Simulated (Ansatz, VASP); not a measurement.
## Hf: VASP beside Ansatz

File INCAR:

```
SYSTEM = Hf
ALGO = Normal ; EDIFF = 1E-6
ENCUT = 520 ; GGA = PE
ISIF = 2 ; ISMEAR = 0
LASPH = .True. ; LCHARG = .False.
LREAL = .False. ; LWAVE = .False.
NBANDS = 11 ; NELM = 80
PREC = Accurate ; SIGMA = 0.15
```

File KPOINTS:

```
k-points
0
Gamma
  18 18 18
  0 0 0
```

File POSCAR:

```
Hf
1.0
    0.0000000000      2.3976000000      2.2200000000
    2.3976000000      0.0000000000      2.2200000000
    2.3976000000      2.3976000000      0.0000000000
Hf
1
Direct
    0.0000000000      0.0000000000      0.0000000000
```

Input for Ansatz:

```yaml
crystal:
  lattice:
    - [0.0, 2.3976, 2.22]
    - [2.3976, 0.0, 2.22]
    - [2.3976, 2.3976, 0.0]
  atoms:
    - { symbol: Hf, position: [0.0, 0.0, 0.0] }
basis:
  ecutwfc: 420
kpoints:
  mp_grid: { grid: [18, 18, 18] }
hamiltonian:
  xc: pbe
scf:
  occupations: { method: gaussian, width: 0.15 }
output:
  forces: true
  stress: true
  eigenvalues: true
```

Change from the starting cell: strain +0.080 along x and y, +0.000 along z, atoms carried along.

Alike in both runs: task single point; functional PBE; k mesh 18 × 18 × 18; occupations gaussian, width 0.15 eV; no spin polarisation.

|  | VASP | Ansatz |
| --- | --- | --- |
| version | VASP 6.6.1 | Ansatz 0.2.0 |
| potentials or method | VASP PAW PBE potentials, release 64 (Hf_pv), cutoff 520 eV | scalar-relativistic, plane waves, PAW |
| valence electrons in the cell | 10 | 26 |

Ansatz gave:

* gap on the k mesh at the Fermi level (eV): none
* pressure (GPa): -10.2
* traceless stress, the component that is largest in VASP (GPa): 2.18

Problem. Estimate VASP's values.

Solution. gap on the k mesh at the Fermi level (eV): none; pressure (GPa): -10.6; traceless stress, the component that is largest in VASP (GPa): 2.19.

A gap of «none» marks a metal or a gap that the smearing closes. The functional is the same, so the differences come from potentials, cutoffs and numerics. VASP's potentials hold 10 valence electrons a cell and Ansatz's 26, so a difference there can come from the potentials and not from the codes.

Neither program's run includes spin-orbit coupling.
